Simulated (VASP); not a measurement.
# S: single point with LDA

Crystal: S.

```
CELL_PARAMETERS angstrom
0.00000 2.07567 2.07567
2.07567 0.00000 2.07567
2.07567 2.07567 0.00000
ATOMIC_POSITIONS crystal
S 0.87500 0.87500 0.87500
S 0.12500 0.12500 0.12500
```

This cell differs from its parent crystal: volume scaled by 0.4.

```
Program             : VASP 6.6.1
Task                : single point
Functional          : LDA
Potentials or basis : VASP PAW LDA potentials, release 64 (S)
Cutoff              : 520 eV
k mesh              : 13 × 13 × 13
Occupations         : fermi-dirac, width 0.05 eV
Spin                : no spin polarisation
```

```yaml
Pressure: 186.8 GPa
Band_gap_on_the_k_mesh: zero (band 6 reaches 20.55 eV, above the bottom of band 7 at 15.03 eV)
```

Levels at points of the mesh, in eV from the Fermi level:
```
           k point  band 2  band 3  band 4  band 5  band 6  band 7  band 8  band 9  band 10  band 11
(0.00, 0.00, 0.00)   -7.79   -7.79   -7.79   -2.78   -2.78   -2.78    1.30    5.54     5.54     8.15
```

It took 49 s on 1 thread of AMD EPYC 7R13, on a shared host, peak memory 0.1 GiB.
